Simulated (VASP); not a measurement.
# Al3GaN4 (P-43m) in VASP: notebook

Al3GaN4 is run at these levels: r2SCAN; tasks: single point.

All numbers are computed with VASP 6.6.1; they aren't measurements. Logs are shortened: lines on timing, memory, paths and dates and some standing lists are left out, and cuts for length are marked.

## (1) The cell of the first run

It takes space group P-43m (No. 215, cubic). Conventional cell: a = 4.401 Å, b = 4.401 Å, c = 4.401 Å, α = 90.00°, β = 90.00°, γ = 90.00°. Within 2.5 Å of Al (site symmetry -42m) lie 4 N at 1.89 Å. Ga (site symmetry -43m) has 4 N at 1.95 Å within 2.6 Å. N (site symmetry 3m) has 3 Al at 1.89 Å and 1 Ga at 1.95 Å within 2.5 Å.

## (2) Single point, r2SCAN

Input file POSCAR:

```
Al3GaN4
1.0
    4.4012372926      0.0000000000      0.0000000000
    0.0000000000      4.4012372926      0.0000000000
    0.0000000000      0.0000000000      4.4012372926
Al Ga N
3 1 4
Direct
    0.5000000000      0.5000000000      0.0000000000
    0.5000000000      0.0000000000      0.5000000000
    0.0000000000      0.5000000000      0.5000000000
    0.0000000000      0.0000000000      0.0000000000
    0.7444581602      0.7444581602      0.2555418398
    0.7444581602      0.2555418398      0.7444581602
    0.2555418398      0.7444581602      0.7444581602
    0.2555418398      0.2555418398      0.2555418398
```

Input file INCAR.step1:

```
SYSTEM = Al3GaN4
  PREC = Accurate
  ENCUT = 520
  ISMEAR = 0
  SIGMA = 0.02
  LREAL = .FALSE.
  LASPH = .TRUE.
  NELM = 80
  NBANDS = 31
  GGA = PE
  ALGO = Normal
  EDIFF = 1E-4
  LWAVE = .TRUE.
  LCHARG = .FALSE.
```

Input file INCAR.step2:

```
SYSTEM = Al3GaN4
  PREC = Accurate
  ENCUT = 520
  EDIFF = 1E-6
  ISMEAR = 0
  SIGMA = 0.02
  LREAL = .FALSE.
  LASPH = .TRUE.
  NELM = 80
  ALGO = Normal
  ISIF = 2
  LWAVE = .FALSE.
  LCHARG = .TRUE.
  METAGGA = R2SCAN
  LMIXTAU = .TRUE.
  LELF = .TRUE.
  LVHAR = .TRUE.
  NBANDS = 31
  ISTART = 1
```

Input file KPOINTS:

```
Automatic mesh
0
G
  6 6 6
  0 0 0
```

Potentials or basis: VASP PAW PBE potentials, release 64 (Al, Ga_d, N).

Command:

```console
cat potpaw_PBE.64/Al/POTCAR potpaw_PBE.64/Ga_d/POTCAR potpaw_PBE.64/N/POTCAR > POTCAR
cp INCAR.step1 INCAR
mpirun -np 1 vasp_std > vasp.out
cp INCAR.step2 INCAR
mpirun -np 1 vasp_std > vasp.out
```

OUTCAR:

```text
SYSTEM = Al3GaN4
   PREC = Accurate
   ENCUT = 520
   EDIFF = 1E-6
   ISMEAR = 0
   LREAL = .FALSE.
   LASPH = .TRUE.
   NELM = 80
   ISIF = 2
   METAGGA = R2SCAN
   ISTART = 1

 ion  position               nearest neighbor table
   1  0.500  0.500  0.000-   5 1.89   6 1.89   7 1.89   8 1.89   3 3.11   4 3.11   2 3.11   2 3.11
                             3 3.11   2 3.11   4 3.11   2 3.11   3 3.11   4 3.11   3 3.11   4 3.11
   2  0.500  0.000  0.500-   5 1.89   6 1.89   7 1.89   8 1.89   3 3.11   4 3.11   1 3.11   1 3.11
                             4 3.11   1 3.11   3 3.11   1 3.11   3 3.11   4 3.11   4 3.11   3 3.11
   3  0.000  0.500  0.500-   5 1.89   6 1.89   7 1.89   8 1.89   2 3.11   4 3.11   1 3.11   1 3.11
                             4 3.11   2 3.11   4 3.11   4 3.11   1 3.11   2 3.11   1 3.11   2 3.11
   4  0.000  0.000  0.000-   5 1.95   6 1.95   7 1.95   8 1.95   2 3.11   3 3.11   1 3.11   2 3.11
                             3 3.11   1 3.11   3 3.11   3 3.11   1 3.11   2 3.11   2 3.11   1 3.11
   5  0.744  0.744  0.256-   1 1.89   2 1.89   3 1.89   4 1.95
   6  0.744  0.256  0.744-   1 1.89   2 1.89   3 1.89   4 1.95
   7  0.256  0.744  0.744-   1 1.89   2 1.89   3 1.89   4 1.95
   8  0.256  0.256  0.256-   1 1.89   2 1.89   3 1.89   4 1.95

  LATTYP: Found a simple cubic cell.
 ALAT       =     4.4012372926

  Lattice vectors:

 A1 = (   4.4012372926,   0.0000000000,   0.0000000000)
 A2 = (   0.0000000000,   4.4012372926,   0.0000000000)
 A3 = (   0.0000000000,   0.0000000000,   4.4012372926)

Analysis of symmetry for initial positions (statically):
=====================================================================
 Subroutine PRICEL returns:
 Original cell was already a primitive cell.

 Routine SETGRP: Setting up the symmetry group for a
 simple cubic supercell.

 Subroutine GETGRP returns: Found 24 space group operations
 (whereof 24 operations were pure point group operations)
 out of a pool of 48 trial point group operations.

The static configuration has the point symmetry T_d .

Analysis of symmetry for dynamics (positions and initial velocities):
=====================================================================
 Subroutine PRICEL returns:
 Original cell was already a primitive cell.

 Routine SETGRP: Setting up the symmetry group for a
 simple cubic supercell.

 Subroutine GETGRP returns: Found 24 space group operations
 (whereof 24 operations were pure point group operations)
 out of a pool of 48 trial point group operations.

The dynamic configuration has the point symmetry T_d .

 Subroutine INISYM returns: Found 24 space group operations
 (whereof 24 operations are pure point group operations),
 and found     1 'primitive' translations

----------------------------------------------------------------------------------------

                                     Primitive cell

  volume of cell :      85.2559

  direct lattice vectors                    reciprocal lattice vectors
     4.401237293  0.000000000  0.000000000     0.227208835  0.000000000  0.000000000
     0.000000000  4.401237293  0.000000000     0.000000000  0.227208835  0.000000000
     0.000000000  0.000000000  4.401237293     0.000000000  0.000000000  0.227208835

  length of vectors
     4.401237293  4.401237293  4.401237293     0.227208835  0.227208835  0.227208835

  position of ions in fractional coordinates (direct lattice)
     0.500000000  0.500000000  0.000000000
     0.500000000  0.000000000  0.500000000
     0.000000000  0.500000000  0.500000000
     0.000000000  0.000000000  0.000000000
     0.744458160  0.744458160  0.255541840
     0.744458160  0.255541840  0.744458160
     0.255541840  0.744458160  0.744458160
     0.255541840  0.255541840  0.255541840

  ion indices of the primitive-cell ions
   primitive index   ion index
                 1           1
                 2           2
                 3           3
                 4           4
                 5           5
                 6           6
                 7           7
                 8           8

----------------------------------------------------------------------------------------

 KPOINTS: Automatic mesh

Automatic generation of k-mesh.
 Grid dimensions read from file:
 generate k-points for:    6    6    6

 Generating k-lattice:

  Cartesian coordinates                     Fractional coordinates (reciprocal lattice)
     0.037868139  0.000000000  0.000000000     0.166666667  0.000000000  0.000000000
     0.000000000  0.037868139  0.000000000     0.000000000  0.166666667  0.000000000
     0.000000000  0.000000000  0.037868139     0.000000000  0.000000000  0.166666667

  Length of vectors
     0.037868139  0.037868139  0.037868139

  Shift w.r.t. Gamma in fractional coordinates (k-lattice)
     0.000000000  0.000000000  0.000000000

 Subroutine IBZKPT returns following result:
 ===========================================

 Found     20 irreducible k-points:

 Following reciprocal coordinates:
            Coordinates               Weight
  0.000000  0.000000  0.000000      1.000000
  0.166667  0.000000  0.000000      6.000000
  0.333333  0.000000  0.000000      6.000000
  0.500000  0.000000  0.000000      3.000000
  0.166667  0.166667  0.000000     12.000000
  0.333333  0.166667  0.000000     24.000000
[... 12 lines left out ...]
  0.500000  0.500000  0.333333      6.000000
  0.500000  0.500000  0.500000      1.000000
   k-points           NKPTS =     20   k-points in BZ     NKDIM =     20   number of bands    NBANDS=     31
   number of dos      NEDOS =    301   number of ions     NIONS =      8
   total plane-waves  NPLWV =  46656
   dimension x,y,z NGX =    36 NGY =   36 NGZ =   36
   dimension x,y,z NGXF=    72 NGYF=   72 NGZF=   72
   ions per type =               3   1   4
   NGX,Y,Z   is equivalent  to a cutoff of  13.60, 13.60, 13.60 a.u.
   NGXF,Y,Z  is equivalent  to a cutoff of  27.20, 27.20, 27.20 a.u.
 SYSTEM =  Al3GaN4
   PREC   = accura    normal or accurate (medium, high low for compatibility)
   ISTART =      1    job   : 0-new  1-cont  2-samecut
   ICHARG =      0    charge: 1-file 2-atom 10-const
   ISPIN  =      1    spin polarized calculation?
   LNONCOLLINEAR =      F non collinear calculations
   LSORBIT =      F    spin-orbit coupling
   LASPH  =      T    aspherical Exc in radial PAW
   ENCUT  =  520.0 eV  38.22 Ry    6.18 a.u.   8.18  8.18  8.18*2*pi/ulx,y,z
   NELM   =     80;   NELMIN=  2; NELMDL=  0     # of ELM steps
   EDIFF  = 0.1E-05   stopping-criterion for ELM
   LREAL  =      F    real-space projection
   EDIFFG = 0.1E-04   stopping-criterion for IOM
   NSW    =      0    number of steps for IOM
   IBRION =     -1    ionic relax: 0-MD 1-quasi-New 2-CG
   NFREE  =      0    steps in history (QN), initial steepest desc. (CG)
   ISIF   =      2    stress and relaxation
   ISYM   =      2    0-nonsym 1-usesym 2-fastsym
   POTIM  = 0.5000    time-step for ionic-motion
   TEBEG  =    0.0;   TEEND  =   0.0 temperature during run
   PSTRESS=    0.0 pullay stress
   NELECT =      42.0000    total number of electrons
   NUPDOWN=      -1.0000    fix difference up-down
   EMIN   =  10.00;   EMAX   =-10.00  energy-range for DOS
   EFERMI =   0.00;   METHOD = LEGACY
   ISMEAR =     0;   SIGMA  =   0.02  broadening in eV -4-tet -1-fermi 0-gaus
   EFERMI_NEDOS =   21; number of points for ismear=-14 and -15
   IALGO  =     38    algorithm
   IMIX   =      4    mixing-type and parameters
     AMIX     =   0.40;   BMIX     =  1.00
     AMIX_MAG =   1.60;   BMIX_MAG =  1.00
  volume/ion in A,a.u.               =      10.66        71.92
  Fermi-wavevector in a.u.,A,eV,Ry     =   1.292954  2.443329 22.745275  1.671731
  Thomas-Fermi vector in A             =   2.424630
   LORBIT       =      0    0 simple, 1 ext, 2 COOP (PROOUT), +10 PAW based schemes
   METAGGA = R2SCAN    functional components
   LHFCALC =     F    Hartree Fock is set to
   AEXX    =    0.0000 exact exchange contribution
   IVDW    =     0    specifies the selected vdW correction
   LEPSILON=     F    determine dielectric tensor
   LRPA    =     F    only Hartree local field effects (RPA)
 non-spin polarized calculation
 Gauss-broadening in eV      SIGMA  =   0.02
  energy-cutoff  :      520.00
  volume of cell :       85.26
 maximum number of plane-waves:      2320
 NGX is ok and might be reduce to    36
   NGX = 17   NGY = 17   NGZ = 17

 number of electron      41.9999992 magnetization

 Free energy of the ion-electron system (eV)
  ---------------------------------------------------
  ext. energy  EPLUGINS =         0.00000000
  ---------------------------------------------------
  free energy    TOTEN  =       -79.43715401 eV

  energy without entropy =      -79.43715401  energy(sigma->0) =      -79.43715401

 E-fermi :   5.5832     XC(G=0): -11.7543

 val. band max:        5.4918840309   @ k =   0.0000   0.0000   0.0000
 cond. band min:       9.4930217538   @ k =   0.0000   0.0000   0.0000
 fundamental gap:      4.0011377229
 Fermi energy:         5.5831916595

 k-point     1 :       0.0000    0.0000    0.0000
  band No.  band energies     occupation
      1     -10.4823      2.00000
      2      -8.5687      2.00000
      3      -8.5687      2.00000
      4      -8.5687      2.00000
      5      -7.4671      2.00000
      6      -7.4671      2.00000
[... 23 lines left out ...]
     30      18.3232      0.00000
     31      18.3232      0.00000

 k-point     2 :       0.1667    0.0000    0.0000
  band No.  band energies     occupation
      1     -10.3551      2.00000
      2      -8.6588      2.00000
      3      -8.5739      2.00000
      4      -8.5739      2.00000
      5      -7.4656      2.00000
      6      -7.4626      2.00000
[... 604 lines left out ...]
 k-point    20 :       0.5000    0.5000    0.5000
  band No.  band energies     occupation
      1      -8.9909      2.00000
      2      -8.9909      2.00000
      3      -8.9909      2.00000
      4      -8.5819      2.00000
      5      -7.4298      2.00000
      6      -7.4298      2.00000
[... 23 lines left out ...]
     30      17.0172      0.00000
     31      17.0257      0.00000

------------------------ aborting loop because EDIFF is reached ----------------------------------------

  FORCE on cell =-STRESS in cart. coord.  units (eV):
  Direction    XX          YY          ZZ          XY          YZ          ZX
  --------------------------------------------------------------------------------------
  -------------------------------------------------------------------------------------
  Total       -0.0043639     -0.0043639     -0.0043639      0.0000000     -0.0000000      0.0000000
  in kB       -0.0820080     -0.0820080     -0.0820080      0.0000000     -0.0000000      0.0000000
  external PRESSURE =      -0.0820080 kB  Pullay stress =       0.0000000 kB

 VOLUME and BASIS-vectors are now :
 -----------------------------------------------------------------------------
  energy-cutoff  :      520.00
  volume of cell :       85.26
      direct lattice vectors                 reciprocal lattice vectors
     4.401237293  0.000000000  0.000000000     0.227208835  0.000000000  0.000000000
     0.000000000  4.401237293  0.000000000     0.000000000  0.227208835  0.000000000
     0.000000000  0.000000000  4.401237293     0.000000000  0.000000000  0.227208835

 POSITION                                       TOTAL-FORCE (eV/Angst)
 -----------------------------------------------------------------------------------
      2.20062      2.20062      0.00000        -0.000000     -0.000000     -0.000000
      2.20062      0.00000      2.20062        -0.000000     -0.000000     -0.000000
      0.00000      2.20062      2.20062        -0.000000     -0.000000     -0.000000
      0.00000      0.00000      0.00000        -0.000000     -0.000000     -0.000000
      3.27654      3.27654      1.12470        -0.043614     -0.043614      0.043614
      3.27654      1.12470      3.27654        -0.043614      0.043614     -0.043614
      1.12470      3.27654      3.27654         0.043614     -0.043614     -0.043614
      1.12470      1.12470      1.12470         0.043614      0.043614      0.043614
 -----------------------------------------------------------------------------------
    total drift:                                0.000000      0.000000      0.000000

  FREE ENERGIE OF THE ION-ELECTRON SYSTEM (eV)
  ---------------------------------------------------
  free  energy   TOTEN  =       -79.4371540125 eV

  energy  without entropy=      -79.4371540125  energy(sigma->0) =      -79.43715401
```

Wall time 2.7 min (1 thread of Intel Xeon Platinum 8259CL at 2.50GHz (Skylake/Cascade Lake), shared host); peak memory 0.24 GiB.

What came out:

| Property | Result |
| --- | --- |
| Free energy | -79.4372 eV |
| Pressure | 0.0 GPa |
| Largest force | 0.076 eV/Å |
| Band gap on the k mesh | 4.00 eV, direct |

Forces in eV/Å, atoms in the order of the input:
```
Al   0.000  0.000  0.000
Al   0.000  0.000  0.000
Al   0.000  0.000  0.000
Ga   0.000  0.000  0.000
N   -0.044 -0.044  0.044
N   -0.044  0.044 -0.044
N    0.044 -0.044 -0.044
N    0.044  0.044  0.044
```

Levels at points of the mesh, in eV from the valence-band top:
```
           k point  band 18  band 19  band 20  band 21  band 22  band 23  band 24  band 25
(0.00, 0.00, 0.00)    -2.03     0.00     0.00     0.00     4.00     4.00     4.00     4.11
(0.50, 0.00, 0.00)    -1.26    -1.26    -0.95    -0.95     6.27     6.31     6.78     6.78
(0.50, 0.50, 0.00)    -0.88    -0.58    -0.53    -0.53     8.04     8.30     8.30     8.55
(0.50, 0.50, 0.50)    -0.63    -0.36    -0.36    -0.36     6.19     7.80     7.80     7.80
```

Caveat: the PAW data sets were made with another functional, which shifts forces and pressure a little. A k mesh can miss the band edges.

## (3) Single point, r2SCAN

This run uses another cell than the first one, of 9.82 Å³/atom, 0.921 times its volume.

Input file POSCAR:

```
Al3GaN4
1.0
    4.2822636633      0.0000000000      0.0000000000
    0.0000000000      4.2822636633      0.0000000000
    0.0000000000      0.0000000000      4.2822636633
Al Ga N
3 1 4
Direct
    0.5000000000      0.5000000000      0.0000000000
    0.5000000000      0.0000000000      0.5000000000
    0.0000000000      0.5000000000      0.5000000000
    0.0000000000      0.0000000000      0.0000000000
    0.7443357255      0.7443357255      0.2556642745
    0.7443357255      0.2556642745      0.7443357255
    0.2556642745      0.7443357255      0.7443357255
    0.2556642745      0.2556642745      0.2556642745
```

Input file INCAR.step1:

```
  PREC = Accurate
  ENCUT = 520
  ISMEAR = 0
  SIGMA = 0.02
  LREAL = False
  LASPH = True
  NELM = 100
  NBANDS = 31
  GGA = PE
  ALGO = Normal
  EDIFF = 1E-4
  LWAVE = True
  LCHARG = False
```

Input file INCAR.step2:

```
  PREC = Accurate
  ENCUT = 520
  EDIFF = 1E-7
  ISMEAR = 0
  SIGMA = 0.02
  LREAL = False
  LASPH = True
  NELM = 100
  ALGO = Normal
  ISIF = 2
  LWAVE = False
  LCHARG = True
  METAGGA = R2SCAN
  LMIXTAU = True
  LELF = True
  LVHAR = True
  NBANDS = 31
  ISTART = 1
```

Input file KPOINTS:

```
regular mesh
0
Gamma
  6 6 6
```

Potentials or basis: VASP PAW PBE potentials, release 64 (Al, Ga_d, N).

Command:

```console
cat potpaw_PBE.64/Al/POTCAR potpaw_PBE.64/Ga_d/POTCAR potpaw_PBE.64/N/POTCAR > POTCAR
cp INCAR.step1 INCAR
mpirun -np 1 vasp_std > vasp.out
cp INCAR.step2 INCAR
mpirun -np 1 vasp_std > vasp.out
```

It took 98 s on 1 thread of Intel Xeon Platinum 8488C (Sapphire Rapids), shared host; peak memory 0.2 GiB.

It converged, with:

```yaml
Free_energy: -79.0330 eV
Pressure: 20.1 GPa
Largest_force: 0.083 eV/Å
Band_gap_on_the_k_mesh: 4.08 eV, indirect (the least direct gap lies 3.8 meV higher)
```

Forces in eV/Å, atoms in the order of the input:
```
Al   0.000  0.000  0.000
Al   0.000  0.000  0.000
Al   0.000  0.000  0.000
Ga   0.000  0.000  0.000
N   -0.048 -0.048  0.048
N   -0.048  0.048 -0.048
N    0.048 -0.048 -0.048
N    0.048  0.048  0.048
```

Levels at points of the mesh, in eV from the valence-band top:
```tsv
k point	band 19	band 20	band 21	band 22	band 23	band 24
(0.00, 0.00, 0.00)	0.00	0.00	0.00	4.08	4.08	4.08
(0.50, 0.00, 0.00)	-1.36	-0.99	-0.99	6.69	6.76	7.00
(0.50, 0.50, 0.00)	-0.59	-0.55	-0.55	8.66	8.66	8.74
(0.50, 0.50, 0.50)	-0.35	-0.35	-0.35	6.95	8.54	8.54
```

Caveat: the PAW data sets were made with another functional, which shifts forces and pressure a little. A k mesh can miss the band edges.
